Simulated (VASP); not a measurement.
Input of a VASP 6.6.1 run:

Contents of INCAR:

```
SYSTEM = Be12H2N
ALGO = Normal
EDIFF = 1E-6
ENCUT = 520
GGA = PE
ISIF = 2
ISMEAR = 0
LASPH = .True.
LCHARG = .True.
LELF = .True.
LREAL = Auto
LVHAR = .True.
LWAVE = .False.
NBANDS = 28
NELM = 80
PREC = Accurate
SIGMA = 0.05
```

KPOINTS

```
k-points
0
Gamma
  6 6 1
  0 0 0
```

The input POSCAR:

```
Be12H2N
1.0
    4.5800000000      0.0000000000      0.0000000000
    2.2900000000      3.9663960000      0.0000000000
    0.0000000000      0.0000000000     16.5884300000
Be N H
12 1 2
Direct
    0.0000000000      0.0000000000      0.0602829800
    0.5000000000      0.0000000000      0.0602829800
   -0.0000000200      0.5000000400      0.0602829800
    0.4999999800      0.5000000400      0.0602829800
   -0.1664214591      0.3362470136      0.1754695434
    0.3303645941      0.3349562820      0.1676066021
   -0.1664883165      0.8300791103      0.1755484936
    0.3253451007      0.8376808985      0.1678059889
   -0.0008904633      0.0006762128      0.2734260591
    0.5150506843     -0.0185316898      0.2903262779
    0.0073784387      0.4964795421      0.2854723459
    0.5149325792      0.5049916372      0.2904080670
    0.3474190668      0.3269593551      0.3421998419
    0.3097193766      0.8459326406      0.3269248178
    0.3376273978      0.3316699540      0.4033182211
```

Potentials or basis: VASP PAW PBE potentials, release 64 (Be, N, H).

Command:

```console
$ cat potpaw_PBE.64/Be/POTCAR potpaw_PBE.64/N/POTCAR potpaw_PBE.64/H/POTCAR > POTCAR
$ mpirun -np 1 vasp_std > vasp.out
```

**Question.** Estimate the largest force.

**Answer.** 0.276 eV/Å.

Forces on the atoms (eV/Å):
```
Be  -0.130  0.074  0.136
Be   0.103 -0.182 -0.138
Be  -0.198  0.115  0.155
Be   0.211  0.006 -0.138
Be   0.005 -0.009 -0.002
Be  -0.009  0.006  0.012
Be   0.022  0.011 -0.010
Be  -0.003 -0.008 -0.018
Be  -0.002  0.004 -0.006
Be   0.010 -0.021 -0.014
Be  -0.035  0.026 -0.015
Be   0.024 -0.012 -0.021
N   -0.004 -0.004  0.059
H    0.004 -0.004  0.016
H    0.001 -0.001 -0.016
```
